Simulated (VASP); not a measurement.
GaAs:

```xyz
2
Lattice="0.0000 2.8331 2.8331 2.8331 0.0000 2.8331 2.8331 2.8331 0.0000" Properties=species:S:1:pos:R:3 pbc="T T T"
Ga    0.0000    0.0000    0.0000
As    1.4165    1.4165    1.4165
```

Base run:

| Property | Result |
| --- | --- |
| Program | VASP 6.6.1 |
| Functional | r2SCAN |
| Potentials or basis | VASP PAW PBE potentials, release 64 (Ga_d, As) |
| Cutoff | 520 eV |
| k mesh | 8 × 8 × 8 |
| Occupations | gaussian, width 0.01 eV |
| Spin | no spin polarisation |

Its results: band gap on the k mesh 0.94 eV, direct; pressure 0.1 GPa.

Task: The run is repeated on the same cell with these changes: functional from r2SCAN to PBE; k mesh from 8 × 8 × 8 to 4 × 4 × 4. What comes out?

Result: Band gap on the k mesh 0.46 eV, direct; pressure 3.2 GPa.

Several settings changed at once, so the effect can't be laid on one alone.

Caveats: some runs use coarse meshes; the PAW data sets were made with another functional, which shifts forces and pressure a little (some runs).

A k mesh can miss the band edges.
